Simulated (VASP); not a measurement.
Crystal: C.

```
CELL_PARAMETERS angstrom
2.50497 0.00000 0.00000
-1.25249 2.16937 0.00000
0.00000 0.00000 4.11898
ATOMIC_POSITIONS crystal
C 0.33333 0.66667 0.99971
C 0.66667 0.33333 0.49971
C 0.33333 0.66667 0.37429
C 0.66667 0.33333 0.87429
```

This cell differs from its parent crystal: strained cell.

Base run:

```yaml
Program: VASP 6.6.1
Functional: PBEsol
Potentials_or_basis: VASP PAW PBE potentials, release 64 (C_h)
Cutoff: 910 eV
k_mesh: 9 × 9 × 6
Occupations: gaussian, width 0.02 eV
Spin: no spin polarisation
```

Its results: band gap on the k mesh 3.05 eV, indirect (least direct gap 4.78 eV); pressure 2.5 GPa.

Question: The run is repeated on the same cell with these changes: potentials or basis from VASP PAW PBE potentials, release 64 (C_h) to VASP PAW PBE potentials, release 64 (C); cutoff from 910 eV to 520 eV. What comes out?

Answer: Band gap on the k mesh 3.05 eV, indirect (least direct gap 4.78 eV); pressure 3.7 GPa.

Caveats: the PAW data sets were made with another functional, which shifts forces and pressure a little; the cutoff is under 1.25 times the usual one of these potentials, so pressure, stress and relaxed cells hold a basis-set (Pulay) error (some runs).

A k mesh can miss the band edges.
